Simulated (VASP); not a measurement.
# HfC (rock salt type): single point with HSE06

Crystal: HfC (rock salt type).

```
Hf C
1.0
     0.00000    2.30940    2.30940
     2.30940    0.00000    2.30940
     2.30940    2.30940    0.00000
Hf C
1 1
Direct
  0.00000 0.00000 0.00000
  0.50000 0.50000 0.50000
```

```json
{
 "Program": "VASP 6.6.1",
 "Task": "single point",
 "Functional": "HSE06",
 "Potentials or basis": "VASP PAW PBE potentials, release 64 (Hf_pv, C)",
 "Cutoff": "520 eV",
 "k mesh": "4 × 4 × 4",
 "Occupations": "fermi-dirac, width 0.1 eV",
 "Spin": "no spin polarisation",
 "Dipole correction": "no",
 "Grid for exact exchange (PRECFOCK)": "Normal",
 "Further INCAR settings": "ALGO = Normal; EDIFF = 1e-06; NBANDS = 14",
 "Screening parameter": "0.2079 1/Å"
}
```

```json
{"Pressure": "0.7 GPa", "Band gap on the k mesh": "zero (band 7 reaches 6.98 eV, above the bottom of band 8 at 5.60 eV)"}
```

Levels at points of the mesh, in eV from the Fermi level:
| k point | band 4 | band 5 | band 6 | band 7 | band 8 | band 9 | band 10 | band 11 |
| --- | --- | --- | --- | --- | --- | --- | --- | --- |
| (0.00, 0.00, 0.00) | -13.84 | 1.35 | 1.35 | 1.35 | 2.21 | 2.21 | 2.21 | 4.27 |
| (0.50, 0.00, 0.00) | -9.63 | -6.86 | -3.33 | -3.33 | 6.67 | 6.67 | 7.22 | 7.57 |
| (0.50, 0.50, 0.00) | -11.77 | -2.98 | -1.52 | 0.00 | 0.00 | 6.41 | 8.20 | 8.20 |

Wall time 3 min on 1 thread of AMD EPYC 7R13 Processor (Zen 3) (shared host), peak memory 0.22 GiB.

Caveat: the k points lie up to 0.59 Å⁻¹ apart; the PAW data sets were made with another functional, which shifts forces and pressure a little; spin-orbit coupling is left out, which moves the levels of the heavy elements.
